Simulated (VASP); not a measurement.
# Si2B3 (R-3m) in VASP: single point with PBE

Aim: the single point of Si2B3 with PBE.

Program: VASP 6.6.1. These are calculated values, not measurements. Logs are shortened: lines on timing, memory, paths and dates and some standing lists are left out, and cuts for length are marked.

## Step 1: The cell of the first run

Symmetry: R-3m, No. 166, trigonal system. The conventional cell has a = 2.974 Å, b = 2.974 Å, c = 17.871 Å, α = 90.00°, β = 90.00°, γ = 120.00°. Si (site symmetry 3m) has 9 B at 2.11 to 2.57 Å within 2.8 Å. B (site symmetry 3m) has 3 B at 1.74 Å and 3 Si at 2.35 Å within 2.4 Å. B (site symmetry -3m) has 6 Si at 2.11 Å within 2.8 Å.

## Step 2: Single point, PBE

The input, INCAR:

```
  ALGO = Normal
  EDIFF = 1E-6
  ENCUT = 500
  GGA = PE
  GGA_COMPAT = False
  ISIF = 2
  ISMEAR = 0
  LASPH = True
  LCHARG = True
  LELF = True
  LREAL = False
  LVHAR = True
  LWAVE = False
  NBANDS = 16
  NELM = 120
  PREC = Accurate
  SIGMA = 0.2
```

The input, KPOINTS:

```
k-points
0
Gamma
  6 6 6
```

The input, POSCAR:

```
Si2B3
1.0
    1.4868232433      0.8584177982      5.9569735370
   -1.4868232433      0.8584177982      5.9569735370
    0.0000000000     -1.7168356010      5.9569735364
Si B
2 3
Direct
    0.4015818129      0.4015818129      0.4015818129
    0.5984181871      0.5984181871      0.5984181871
    0.8250730496      0.8250730496      0.8250730496
    0.1749269504      0.1749269504      0.1749269504
    0.0000000000      0.0000000000      0.0000000000
```

Potentials or basis: VASP PAW PBE potentials, release 64 (Si, B).

On the command line:

```bash
cat potpaw_PBE.64/Si/POTCAR potpaw_PBE.64/B/POTCAR > POTCAR
mpirun -np 1 vasp_std > vasp.out
```

OUTCAR:

```text
EDIFF = 1E-6
   ENCUT = 500
   GGA = PE
   ISIF = 2
   ISMEAR = 0
   LASPH = True
   LREAL = False
   NELM = 120
   PREC = Accurate

 ion  position               nearest neighbor table
   1  0.402  0.402  0.402-   5 2.11   5 2.11   5 2.11   3 2.35   3 2.35   3 2.35   4 2.57   4 2.57
                             4 2.57   2 2.98   2 2.98   2 2.98
   2  0.598  0.598  0.598-   5 2.11   5 2.11   5 2.11   4 2.35   4 2.35   4 2.35   3 2.57   3 2.57
                             3 2.57   1 2.98   1 2.98   1 2.98
   3  0.825  0.825  0.825-   4 1.74   4 1.74   4 1.74   1 2.35   1 2.35   1 2.35   2 2.57   2 2.57
                             2 2.57
   4  0.175  0.175  0.175-   3 1.74   3 1.74   3 1.74   2 2.35   2 2.35   2 2.35   1 2.57   1 2.57
                             1 2.57
   5  0.000  0.000  0.000-   2 2.11   1 2.11   2 2.11   2 2.11   1 2.11   1 2.11

  LATTYP: Found a trigonal (rhomboedric) cell.
 ALAT       =     6.1994401516
 COS(alpha) =     0.8849613608

  Lattice vectors:

 A1 = (   1.4868232433,   0.8584177982,   5.9569735370)
 A2 = (  -1.4868232433,   0.8584177982,   5.9569735370)
 A3 = (   0.0000000000,  -1.7168356010,   5.9569735364)

Analysis of symmetry for initial positions (statically):
=====================================================================
 Subroutine PRICEL returns:
 Original cell was already a primitive cell.

 Routine SETGRP: Setting up the symmetry group for a
 trigonal (rhombohedral) supercell.

 Subroutine GETGRP returns: Found 12 space group operations
 (whereof 12 operations were pure point group operations)
 out of a pool of 12 trial point group operations.

The static configuration has the point symmetry D_3d.

Analysis of symmetry for dynamics (positions and initial velocities):
=====================================================================
 Subroutine PRICEL returns:
 Original cell was already a primitive cell.

 Routine SETGRP: Setting up the symmetry group for a
 trigonal (rhombohedral) supercell.

 Subroutine GETGRP returns: Found 12 space group operations
 (whereof 12 operations were pure point group operations)
 out of a pool of 12 trial point group operations.

The dynamic configuration has the point symmetry D_3d.

 Subroutine INISYM returns: Found 12 space group operations
 (whereof 12 operations are pure point group operations),
 and found     1 'primitive' translations

----------------------------------------------------------------------------------------

                                     Primitive cell

  volume of cell :      45.6179

  direct lattice vectors                    reciprocal lattice vectors
     1.486823243  0.858417798  5.956973537     0.336287452  0.194155651  0.055956826
    -1.486823243  0.858417798  5.956973537    -0.336287452  0.194155651  0.055956826
     0.000000000 -1.716835601  5.956973536     0.000000000 -0.388311302  0.055956826

  length of vectors
     6.199440152  6.199440152  6.199440152     0.392322359  0.392322359  0.392322359

  position of ions in fractional coordinates (direct lattice)
     0.401581813  0.401581813  0.401581813
     0.598418187  0.598418187  0.598418187
     0.825073050  0.825073050  0.825073050
     0.174926950  0.174926950  0.174926950
     0.000000000  0.000000000  0.000000000

  ion indices of the primitive-cell ions
   primitive index   ion index
                 1           1
                 2           2
                 3           3
                 4           4
                 5           5

----------------------------------------------------------------------------------------

 KPOINTS: k-points

Automatic generation of k-mesh.
 Grid dimensions read from file:
 generate k-points for:    6    6    6

 Generating k-lattice:

  Cartesian coordinates                     Fractional coordinates (reciprocal lattice)
     0.056047909  0.032359275  0.009326138     0.166666667 -0.000000000  0.000000000
    -0.056047909  0.032359275  0.009326138    -0.000000000  0.166666667  0.000000000
     0.000000000 -0.064718550  0.009326138     0.000000000  0.000000000  0.166666667

  Length of vectors
     0.065387060  0.065387060  0.065387060

  Shift w.r.t. Gamma in fractional coordinates (k-lattice)
     0.000000000  0.000000000  0.000000000

 Subroutine IBZKPT returns following result:
 ===========================================

 Found     32 irreducible k-points:

 Following reciprocal coordinates:
            Coordinates               Weight
  0.000000  0.000000  0.000000      1.000000
  0.166667 -0.000000  0.000000      6.000000
  0.333333  0.000000 -0.000000      6.000000
  0.500000 -0.000000 -0.000000      3.000000
  0.166667  0.166667  0.000000      6.000000
  0.333333  0.166667 -0.000000     12.000000
[... 16 lines left out ...]
  0.500000  0.500000  0.166667      6.000000
 -0.333333  0.500000  0.166667     12.000000
 [... further k-points ...]
   k-points           NKPTS =     32   k-points in BZ     NKDIM =     32   number of bands    NBANDS=     16
   number of dos      NEDOS =    301   number of ions     NIONS =      5
   total plane-waves  NPLWV = 110592
   dimension x,y,z NGX =    48 NGY =   48 NGZ =   48
   dimension x,y,z NGXF=    96 NGYF=   96 NGZF=   96
   ions per type =               2   3
   NGX,Y,Z   is equivalent  to a cutoff of  12.87, 12.87, 12.87 a.u.
   NGXF,Y,Z  is equivalent  to a cutoff of  25.74, 25.74, 25.74 a.u.
 SYSTEM =  unknown system
   PREC   = accura    normal or accurate (medium, high low for compatibility)
   ISTART =      0    job   : 0-new  1-cont  2-samecut
   ICHARG =      2    charge: 1-file 2-atom 10-const
   ISPIN  =      1    spin polarized calculation?
   LNONCOLLINEAR =      F non collinear calculations
   LSORBIT =      F    spin-orbit coupling
   LASPH  =      T    aspherical Exc in radial PAW
   ENCUT  =  500.0 eV  36.75 Ry    6.06 a.u.  11.30 11.30 11.30*2*pi/ulx,y,z
   NELM   =    120;   NELMIN=  2; NELMDL= -5     # of ELM steps
   EDIFF  = 0.1E-05   stopping-criterion for ELM
   LREAL  =      F    real-space projection
   EDIFFG = 0.1E-04   stopping-criterion for IOM
   NSW    =      0    number of steps for IOM
   IBRION =     -1    ionic relax: 0-MD 1-quasi-New 2-CG
   NFREE  =      0    steps in history (QN), initial steepest desc. (CG)
   ISIF   =      2    stress and relaxation
   ISYM   =      2    0-nonsym 1-usesym 2-fastsym
   POTIM  = 0.5000    time-step for ionic-motion
   TEBEG  =    0.0;   TEEND  =   0.0 temperature during run
   PSTRESS=    0.0 pullay stress
   NELECT =      17.0000    total number of electrons
   NUPDOWN=      -1.0000    fix difference up-down
   EMIN   =  10.00;   EMAX   =-10.00  energy-range for DOS
   EFERMI =   0.00;   METHOD = LEGACY
   ISMEAR =     0;   SIGMA  =   0.20  broadening in eV -4-tet -1-fermi 0-gaus
   EFERMI_NEDOS =   21; number of points for ismear=-14 and -15
   IALGO  =     38    algorithm
   IMIX   =      4    mixing-type and parameters
     AMIX     =   0.40;   BMIX     =  1.00
     AMIX_MAG =   1.60;   BMIX_MAG =  1.00
  volume/ion in A,a.u.               =       9.12        61.57
  Fermi-wavevector in a.u.,A,eV,Ry     =   1.178093  2.226272 18.883560  1.387902
  Thomas-Fermi vector in A             =   2.314428
   LORBIT       =      0    0 simple, 1 ext, 2 COOP (PROOUT), +10 PAW based schemes
   GGA     = PE    functional components
   LHFCALC =     F    Hartree Fock is set to
   AEXX    =    0.0000 exact exchange contribution
   IVDW    =     0    specifies the selected vdW correction
   LEPSILON=     F    determine dielectric tensor
   LRPA    =     F    only Hartree local field effects (RPA)
 non-spin polarized calculation
 Gauss-broadening in eV      SIGMA  =   0.20
  energy-cutoff  :      500.00
  volume of cell :       45.62
 maximum number of plane-waves:      1197
 NGX is ok and might be reduce to    48
   NGX = 23   NGY = 23   NGZ = 23

 number of electron      17.0000000 magnetization

 Free energy of the ion-electron system (eV)
  ---------------------------------------------------
  ext. energy  EPLUGINS =         0.00000000
  ---------------------------------------------------
  free energy    TOTEN  =       -28.58712094 eV

  energy without entropy =      -28.57167321  energy(sigma->0) =      -28.57939708

 E-fermi :   9.6210     XC(G=0): -11.9370

 val. band max:        9.5235549334   @ k =   0.0000   0.0000   0.0000
 cond. band min:       9.7869211964   @ k =   0.5000   0.5000  -0.0000
 fundamental gap:      0.2633662630
 Fermi energy:         9.6209911667

 k-point     1 :       0.0000    0.0000    0.0000
  band No.  band energies     occupation
      1      -5.9905      2.00000
      2      -2.4102      2.00000
      3      -2.0443      2.00000
      4       7.0558      2.00000
      5       9.5236      1.50916
      6       9.5236      1.50916
[... 8 lines left out ...]
     15      18.2340      0.00000
     16      18.7986      0.00000

 k-point     2 :       0.1667   -0.0000    0.0000
  band No.  band energies     occupation
      1      -5.4267      2.00000
      2      -2.1366      2.00000
      3      -1.1970      2.00000
      4       6.8646      2.00000
      5       7.3870      2.00000
      6       8.2303      2.00000
[... 8 lines left out ...]
     15      17.5182      0.00000
     16      18.6463      0.00000

 k-point     3 :       0.3333    0.0000   -0.0000
  band No.  band energies     occupation
      1      -3.7504      2.00000
      2      -0.8860      2.00000
      3       0.8813      2.00000
      4       2.6885      2.00000
      5       4.7374      2.00000
      6       6.8107      2.00000
[... 8 lines left out ...]
     15      17.4545      0.00000
     16      17.7969      0.00000

 k-point     4 :       0.5000   -0.0000   -0.0000
  band No.  band energies     occupation
      1      -1.1280      2.00000
      2      -0.8975      2.00000
      3       1.4017      2.00000
      4       1.4737      2.00000
      5       3.6292      2.00000
      6       4.5930      2.00000
[... 8 lines left out ...]
     15      16.5575      0.00000
     16      16.6062      0.00000

 k-point     5 :       0.1667    0.1667    0.0000
  band No.  band energies     occupation
      1      -5.3921      2.00000
      2      -2.4858      2.00000
      3      -0.7826      2.00000
      4       6.8895      2.00000
      5       7.1006      2.00000
      6       8.1410      2.00000
[... 8 lines left out ...]
     15      16.7146      0.00000
     16      17.7282      0.00000

 k-point     6 :       0.3333    0.1667   -0.0000
  band No.  band energies     occupation
      1      -4.2384      2.00000
      2      -1.7491      2.00000
      3       0.7730      2.00000
      4       4.9118      2.00000
      5       5.3422      2.00000
      6       6.3931      2.00000
[... 8 lines left out ...]
     15      16.8180      0.00000
     16      17.8757      0.00000
[... 267 lines left out ...]
 k-point    21 :      -0.3333    0.3333    0.1667
  band No.  band energies     occupation
      1      -1.6708      2.00000
      2      -0.7056      2.00000
      3       1.0085      2.00000
      4       3.8475      2.00000
      5       4.0921      2.00000
      6       4.7618      2.00000
[... 8 lines left out ...]
     15      17.1232      0.00000
     16      19.1368      0.00000

 k-point    22 :      -0.1667    0.3333    0.1667
  band No.  band energies     occupation
      1      -2.1317      2.00000
      2       0.6696      2.00000
      3       1.4998      2.00000
      4       2.3676      2.00000
      5       2.5932      2.00000
      6       4.0413      2.00000
[... 8 lines left out ...]
     15      16.8934      0.00000
     16      19.6659      0.00000

 k-point    23 :       0.5000    0.5000    0.1667
  band No.  band energies     occupation
      1      -3.2617      2.00000
      2      -2.3459      2.00000
      3       2.7627      2.00000
      4       3.3169      2.00000
      5       4.4187      2.00000
      6       5.6540      2.00000
[... 8 lines left out ...]
     15      17.9525      0.00000
     16      19.0415      0.00000

 k-point    24 :      -0.3333    0.5000    0.1667
  band No.  band energies     occupation
      1      -1.5505      2.00000
      2      -0.8898      2.00000
      3       1.1564      2.00000
      4       3.1624      2.00000
      5       3.9357      2.00000
      6       5.4145      2.00000
[... 8 lines left out ...]
     15      18.2531      0.00000
     16      19.4367      0.00000

 [... further k-points ...]
[... 5 lines left out ...]
  --------------------------------------------------------------------------------------
  -------------------------------------------------------------------------------------
  Total        0.1992735      0.1992735     -0.0309092      0.0000000      0.0000000      0.0000000
  in kB        6.9988238      6.9988238     -1.0855821      0.0000000      0.0000000      0.0000000
  external PRESSURE =       4.3040219 kB  Pullay stress =       0.0000000 kB

 VOLUME and BASIS-vectors are now :
 -----------------------------------------------------------------------------
  energy-cutoff  :      500.00
  volume of cell :       45.62
      direct lattice vectors                 reciprocal lattice vectors
     1.486823243  0.858417798  5.956973537     0.336287452  0.194155651  0.055956826
    -1.486823243  0.858417798  5.956973537    -0.336287452  0.194155651  0.055956826
     0.000000000 -1.716835601  5.956973536     0.000000000 -0.388311302  0.055956826

 POSITION                                       TOTAL-FORCE (eV/Angst)
 -----------------------------------------------------------------------------------
      0.00000     -0.00000      7.17664         0.000000      0.000000     -0.045741
      0.00000     -0.00000     10.69428         0.000000     -0.000000      0.045741
      0.00000     -0.00000     14.74481         0.000000      0.000000     -0.003672
      0.00000     -0.00000      3.12611         0.000000     -0.000000      0.003672
      0.00000      0.00000      0.00000         0.000000      0.000000      0.000000
 -----------------------------------------------------------------------------------
    total drift:                                0.000000      0.000000     -0.000000

  FREE ENERGIE OF THE ION-ELECTRON SYSTEM (eV)
  ---------------------------------------------------
  free  energy   TOTEN  =       -28.5871209411 eV

  energy  without entropy=      -28.5716732091  energy(sigma->0) =      -28.57939708
```

Run time: 65 s. Hardware: 1 thread of Intel Xeon Platinum 8259CL at 2.50GHz (Skylake/Cascade Lake), shared host; peak memory 0.29 GiB.

Results:

```
Free energy            : -28.5871 eV
Pressure               : 0.4 GPa
Largest force          : 0.046 eV/Å
Band gap on the k mesh : zero (an odd number of electrons rules out a gap without spin polarisation)
```

Forces in eV/Å, atoms in the order of the input:
```
Si   0.000  0.000 -0.046
Si   0.000  0.000  0.046
B    0.000  0.000 -0.004
B    0.000  0.000  0.004
B    0.000  0.000  0.000
```

Caveat: the k points lie up to 0.41 Å⁻¹ apart, too coarse for converged energies and pressures of a metal.

The gap in the log of VASP goes by the Fermi energy; the results here count the filled bands.